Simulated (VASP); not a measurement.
A run of VASP 6.6.1:

INCAR

```
ALGO = Normal
EDIFF = 1E-7
ENCUT = 520
GGA = PE
ISIF = 2
ISMEAR = 0
LASPH = True
LCHARG = True
LELF = True
LREAL = False
LVHAR = True
LWAVE = False
NBANDS = 28
NELM = 60
PREC = Accurate
SIGMA = 0.2
```

KPOINTS

```
k-points
0
Gamma
  8 6 4
```

The input POSCAR:

```
TaH5
1.0
   -0.0003011685      0.0002579725     -3.1107754795
    1.7346911596     -3.1310567604      0.0002863917
   -5.3848742095     -3.2345380344     -0.0004186595
Ta H
2 10
Direct
    0.5000229558      0.5100982887      0.5098215425
    0.4998096821      1.0111795310      1.0100773284
   -0.0000211689      0.3456957870      0.6577466506
   -0.0000552746      0.8473866433      0.1581700361
   -0.0001123169      0.8593119536      0.8579830069
    0.0000747328      0.3589879839      0.3575878366
    0.0000231520      0.8106421940      0.5069594267
    0.0000067156      0.3117833350      1.0063646103
    0.4995574309     -0.0099775199      0.6481226102
    0.5000432249      0.4908120012      0.1482564882
    0.5003075769      0.4819069531      0.8193453444
    0.5003432892      0.9821728489      0.3195651191
```

Potentials or basis: VASP PAW PBE potentials, release 64 (Ta_pv, H).

Run with:

```bash
$ cat potpaw_PBE.64/Ta_pv/POTCAR potpaw_PBE.64/H/POTCAR > POTCAR
$ mpirun -np 1 vasp_std > vasp.out
```

Hardware: 1 thread of AMD EPYC 7R13 Processor (Zen 3), with other jobs on the host.

How long does it take, and how much memory?

Wall time 2.2 min on 1 thread of AMD EPYC 7R13 Processor (Zen 3) (shared host), peak memory 0.25 GiB. Counts: scf iterations 15, k points 100.
